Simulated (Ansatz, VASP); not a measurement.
# Two plane-wave programs on CaC2

File INCAR:

```
  PREC = Accurate
  ENCUT = 520
  EDIFF = 1E-6
  ISMEAR = 0
  SIGMA = 0.05
  LREAL = F
  LASPH = T
  NELM = 100
  ALGO = Normal
  ISIF = 2
  LWAVE = F
  LCHARG = F
  NBANDS = 16
```

KPOINTS

```
regular mesh
0
Gamma
  10 10 10
```

POSCAR

```
CaC2
1.0
   -1.9342985994      1.9342985994      3.3622168046
    1.9342985994     -1.9342985994      3.3622168046
    1.9342985994      1.9342985994     -3.3622168046
Ca C
1 2
Direct
    0.0000000000      0.0000000000      0.0000000000
    0.5978927200      0.5978927200      0.0000000000
    0.4021072800      0.4021072800      0.0000000000
```

Input for Ansatz:

```yaml
crystal:
  lattice:
    - [-1.9342985994, 1.9342985994, 3.3622168046]
    - [1.9342985994, -1.9342985994, 3.3622168046]
    - [1.9342985994, 1.9342985994, -3.3622168046]
  atoms:
    - { symbol: Ca, position: [0.0, 0.0, 0.0] }
    - { symbol: C, position: [0.59789272, 0.59789272, 0.0] }
    - { symbol: C, position: [0.40210728, 0.40210728, 0.0] }
basis:
  ecutwfc: 420
kpoints:
  mp_grid: { grid: [10, 10, 10] }
hamiltonian:
  xc: lda
scf:
  occupations: { method: gaussian, width: 0.05 }
output:
  forces: true
  stress: true
  eigenvalues: true
```

Change from the starting cell: strain +0.0500 x Voigt [0, 0, 1, 0, 0, 0], atoms carried along.

Alike in both runs: task single point; functional LDA; k mesh 10 × 10 × 10; occupations gaussian, width 0.05 eV; no spin polarisation.

```csv
,VASP,Ansatz
version,VASP 6.6.1,Ansatz 0.2.0
potentials or method,"VASP PAW LDA potentials, release 64 (Ca_sv, C), cutoff 520 eV","scalar-relativistic, plane waves, PAW"
valence electrons in the cell,18,18
```

Ansatz gave:

```
gap on the k mesh at the Fermi level (eV)                     : 0.97
least direct gap on the mesh (eV)                             : 2.03
pressure (GPa)                                                : -11.9
traceless stress, the component that is largest in VASP (GPa) : -14.95
rms of the force components (eV/Å)                            : 1.722
```

Problem. Which values does VASP return?

Solution. gap on the k mesh at the Fermi level (eV): 0.96; least direct gap on the mesh (eV): 2.02; pressure (GPa): -11.6; traceless stress, the component that is largest in VASP (GPa): -14.73; rms of the force components (eV/Å): 1.683.

LDA's correlation is that of Perdew and Zunger in VASP and of Perdew and Wang (1992) in Ansatz. Atom by atom the forces differ by 0.039 eV/Å (rms over components).
